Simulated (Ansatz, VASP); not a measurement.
**Two plane-wave programs on Pb**

```xyz
4
Lattice="4.8123 0.0000 0.0000 -2.4062 4.1676 0.0000 0.0000 0.0000 7.9190" Properties=species:S:1:pos:R:3 pbc="T T T"
Pb    0.0000    2.7784    0.4966
Pb    2.4062    1.3892    4.4562
Pb    0.0000    2.7784    3.4629
Pb    2.4062    1.3892    7.4224
```

Alike in both runs: task relaxation of cell and atoms; functional LDA; k mesh 12 × 12 × 6; occupations gaussian, width 0.1 eV; no spin polarisation.

|  | VASP | Ansatz |
| --- | --- | --- |
| version | VASP 6.6.1 | Ansatz 0.2.0 |
| potentials or method | VASP PAW LDA potentials, release 64 (Pb_d), cutoff 500 eV | scalar-relativistic, plane waves, PAW |
| valence electrons in the cell | 56 | 56 |

```csv
,VASP,Ansatz,Ansatz less VASP
"gap on the k mesh at the Fermi level, each at its own relaxed structure (eV)",none,none,-
relaxed volume (Å³/atom),39.71,39.71,0.000
relaxed length of the cell vector where the two differ most in proportion (Å),4.812,4.812,0.0000
```

LDA's correlation is that of Perdew and Zunger in VASP and of Perdew and Wang (1992) in Ansatz. A gap of «none» marks a metal or a gap that the smearing closes.

Spin-orbit coupling is off throughout. Noted on VASP's run: the relaxation stopped at its first step, so nothing moved.
